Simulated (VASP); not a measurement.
# Rb (Im-3m) in VASP: single point with LDA

Aim: the single point of Rb with LDA.

All numbers are computed with VASP 6.6.1; they aren't measurements. Logs are shortened: lines on timing, memory, paths and dates and some standing lists are left out, and cuts for length are marked.

## (1) The cell of the first run

It takes space group Im-3m (No. 229, cubic). The conventional cell has a = 5.612 Å, b = 5.612 Å, c = 5.612 Å, α = 90.00°, β = 90.00°, γ = 90.00°.

## (2) Single point, LDA

Input file INCAR:

```
  PREC = Accurate
  ENCUT = 520
  EDIFF = 1E-7
  ISMEAR = 0
  SIGMA = 0.15
  LREAL = F
  LASPH = T
  NELM = 60
  ALGO = Normal
  ISIF = 2
  LWAVE = F
  LCHARG = F
  NBANDS = 10
```

Input file KPOINTS:

```
Automatic mesh
0
Gamma
  12 12 12
```

Input file POSCAR:

```
Rb
1.0
   -2.8060000000      2.8060000000      2.8060000000
    2.8060000000     -2.8060000000      2.8060000000
    2.8060000000      2.8060000000     -2.8060000000
Rb
1
Direct
    0.0000000000      0.0000000000      0.0000000000
```

Potentials or basis: VASP PAW LDA potentials, release 64 (Rb_sv).

On the command line:

```console
$ cat potpaw_LDA.64/Rb_sv/POTCAR > POTCAR
$ mpirun -np 1 vasp_std > vasp.out
```

OUTCAR:

```text
PREC = Accurate
   ENCUT = 520
   EDIFF = 1E-7
   ISMEAR = 0
   LREAL = F
   LASPH = T
   NELM = 60
   ISIF = 2

 ion  position               nearest neighbor table
   1  0.000  0.000  0.000-

  LATTYP: Found a body centered cubic cell.
 ALAT       =     5.6120000000

  Lattice vectors:

 A1 = (  -2.8060000000,   2.8060000000,   2.8060000000)
 A2 = (   2.8060000000,  -2.8060000000,   2.8060000000)
 A3 = (   2.8060000000,   2.8060000000,  -2.8060000000)

Analysis of symmetry for initial positions (statically):
=====================================================================
 Subroutine PRICEL returns:
 Original cell was already a primitive cell.

 Routine SETGRP: Setting up the symmetry group for a
 body centered cubic supercell.

 Subroutine GETGRP returns: Found 48 space group operations
 (whereof 48 operations were pure point group operations)
 out of a pool of 48 trial point group operations.

The static configuration has the point symmetry O_h .

Analysis of symmetry for dynamics (positions and initial velocities):
=====================================================================
 Subroutine PRICEL returns:
 Original cell was already a primitive cell.

 Routine SETGRP: Setting up the symmetry group for a
 body centered cubic supercell.

 Subroutine GETGRP returns: Found 48 space group operations
 (whereof 48 operations were pure point group operations)
 out of a pool of 48 trial point group operations.

The dynamic configuration has the point symmetry O_h .

 Subroutine INISYM returns: Found 48 space group operations
 (whereof 48 operations are pure point group operations),
 and found     1 'primitive' translations

----------------------------------------------------------------------------------------

                                     Primitive cell

  volume of cell :      88.3737

  direct lattice vectors                    reciprocal lattice vectors
    -2.806000000  2.806000000  2.806000000     0.000000000  0.178189594  0.178189594
     2.806000000 -2.806000000  2.806000000     0.178189594  0.000000000  0.178189594
     2.806000000  2.806000000 -2.806000000     0.178189594  0.178189594  0.000000000

  length of vectors
     4.860134566  4.860134566  4.860134566     0.251998140  0.251998140  0.251998140

[... 79 lines left out ...]
   LREAL  =      F    real-space projection
   EDIFFG = 0.1E-05   stopping-criterion for IOM
   NSW    =      0    number of steps for IOM
   IBRION =     -1    ionic relax: 0-MD 1-quasi-New 2-CG
   NFREE  =      0    steps in history (QN), initial steepest desc. (CG)
   ISIF   =      2    stress and relaxation
   ISYM   =      2    0-nonsym 1-usesym 2-fastsym
   POTIM  = 0.5000    time-step for ionic-motion
   TEBEG  =    0.0;   TEEND  =   0.0 temperature during run
   PSTRESS=    0.0 pullay stress
   NELECT =       9.0000    total number of electrons
   NUPDOWN=      -1.0000    fix difference up-down
   EMIN   =  10.00;   EMAX   =-10.00  energy-range for DOS
   EFERMI =   0.00;   METHOD = LEGACY
   ISMEAR =     0;   SIGMA  =   0.15  broadening in eV -4-tet -1-fermi 0-gaus
   EFERMI_NEDOS =   21; number of points for ismear=-14 and -15
   IALGO  =     38    algorithm
   IMIX   =      4    mixing-type and parameters
     AMIX     =   0.40;   BMIX     =  1.00
     AMIX_MAG =   1.60;   BMIX_MAG =  1.00
  volume/ion in A,a.u.               =      88.37       596.38
  Fermi-wavevector in a.u.,A,eV,Ry     =   0.764507  1.444708  7.952205  0.584471
  Thomas-Fermi vector in A             =   1.864423
   LORBIT       =      0    0 simple, 1 ext, 2 COOP (PROOUT), +10 PAW based schemes
   GGA     = CA    functional components
   LHFCALC =     F    Hartree Fock is set to
   AEXX    =    0.0000 exact exchange contribution
   IVDW    =     0    specifies the selected vdW correction
   LEPSILON=     F    determine dielectric tensor
   LRPA    =     F    only Hartree local field effects (RPA)
 non-spin polarized calculation
 Gauss-broadening in eV      SIGMA  =   0.15
  energy-cutoff  :      520.00
  volume of cell :       88.37
 maximum number of plane-waves:      2412
   NGX = 19   NGY = 19   NGZ = 19

 number of electron       9.0000000 magnetization

 Free energy of the ion-electron system (eV)
  ---------------------------------------------------
  ext. energy  EPLUGINS =         0.00000000
  ---------------------------------------------------
  free energy    TOTEN  =        -1.05089816 eV

  energy without entropy =       -1.03942080  energy(sigma->0) =       -1.04515948

 E-fermi :  -0.1514     XC(G=0):  -5.7527

 val. band max:       -0.1622947925   @ k =  -0.3333   0.4167   0.1667
 cond. band min:      -0.1219806673   @ k =   0.3333   0.1667   0.0000
 fundamental gap:      0.0403141252
 Fermi energy:        -0.1514034550

 k-point     1 :       0.0000    0.0000    0.0000
  band No.  band energies     occupation
      1     -28.9253      2.00000
      2     -13.0226      2.00000
      3     -13.0226      2.00000
      4     -13.0226      2.00000
      5      -2.1670      2.00000
      6       3.4599      0.00000
      7       3.4599      0.00000
      8       3.4599      0.00000
      9       4.4538      0.00000
     10       4.4538      0.00000
[... 287 lines left out ...]
 k-point    24 :       0.4167    0.0833    0.0833
  band No.  band energies     occupation
      1     -28.9202      2.00000
      2     -13.1243      2.00000
      3     -13.0634      2.00000
      4     -13.0297      2.00000
      5       0.2366      0.00025
      6       0.7591      0.00000
      7       2.1083      0.00000
      8       3.8522      0.00000
      9       5.0472      0.00000
     10       5.0668      0.00000

 [... further k-points ...]

------------------------ aborting loop because EDIFF is reached ----------------------------------------

  FORCE on cell =-STRESS in cart. coord.  units (eV):
  Direction    XX          YY          ZZ          XY          YZ          ZX
  --------------------------------------------------------------------------------------
  -------------------------------------------------------------------------------------
  Total       -0.1999873     -0.1999873     -0.1999873     -0.0000000      0.0000000     -0.0000000
  in kB       -3.6256846     -3.6256846     -3.6256846     -0.0000000      0.0000000     -0.0000000
  external PRESSURE =      -3.6256846 kB  Pullay stress =       0.0000000 kB

 VOLUME and BASIS-vectors are now :
 -----------------------------------------------------------------------------
  energy-cutoff  :      520.00
  volume of cell :       88.37
      direct lattice vectors                 reciprocal lattice vectors
    -2.806000000  2.806000000  2.806000000     0.000000000  0.178189594  0.178189594
     2.806000000 -2.806000000  2.806000000     0.178189594  0.000000000  0.178189594
     2.806000000  2.806000000 -2.806000000     0.178189594  0.178189594  0.000000000

 POSITION                                       TOTAL-FORCE (eV/Angst)
 -----------------------------------------------------------------------------------
      0.00000      0.00000      0.00000         0.000000     -0.000000      0.000000
 -----------------------------------------------------------------------------------
    total drift:                               -0.000000      0.000000      0.000000

  FREE ENERGIE OF THE ION-ELECTRON SYSTEM (eV)
  ---------------------------------------------------
  free  energy   TOTEN  =        -1.0508981617 eV

  energy  without entropy=       -1.0394208012  energy(sigma->0) =       -1.04515948
```

OSZICAR:

```text
N       E                     dE             d eps       ncg     rms          rms(c)
DAV:   1     0.412007823300E+02    0.41201E+02   -0.32939E+03  1440   0.656E+02
DAV:   2     0.152807621221E+01   -0.39673E+02   -0.38821E+02  1598   0.125E+02
DAV:   3    -0.934671021096E+00   -0.24627E+01   -0.24551E+01  1888   0.313E+01
DAV:   4    -0.104962111272E+01   -0.11495E+00   -0.11454E+00  2054   0.577E+00
DAV:   5    -0.105163920289E+01   -0.20181E-02   -0.20178E-02  1990   0.697E-01    0.125E+00
DAV:   6    -0.105091957748E+01    0.71963E-03   -0.20589E-03  2068   0.246E-01    0.749E-01
DAV:   7    -0.105085493754E+01    0.64640E-04   -0.26843E-03  2022   0.274E-01    0.489E-02
DAV:   8    -0.105089159435E+01   -0.36657E-04   -0.10657E-04  1696   0.778E-02    0.170E-02
DAV:   9    -0.105089817257E+01   -0.65782E-05   -0.97605E-06  2122   0.217E-02    0.514E-03
DAV:  10    -0.105089814551E+01    0.27056E-07   -0.35140E-06  2036   0.995E-03    0.119E-03
DAV:  11    -0.105089816172E+01   -0.16205E-07   -0.10867E-07  1448   0.198E-03
   1 F= -.10508982E+01 E0= -.10451595E+01  d E =-.114774E-01
```

Wall time 14 s (1 thread of Intel Xeon 6975P-C (Granite Rapids), shared host); peak memory 0.2 GiB.

What came out:

- Free energy: -1.0509 eV
- Pressure: -0.4 GPa
- Band gap on the k mesh: zero (an odd number of electrons rules out a gap without spin polarisation)

Levels at points of the mesh, in eV from the Fermi level:
```tsv
k point	band 2	band 3	band 4	band 5	band 6	band 7
(0.00, 0.00, 0.00)	-12.87	-12.87	-12.87	-2.02	3.61	3.61
(0.50, 0.00, 0.00)	-12.98	-12.91	-12.87	0.21	0.87	2.54
(0.50, 0.50, 0.50)	-12.95	-12.95	-12.95	1.27	1.27	3.33
```
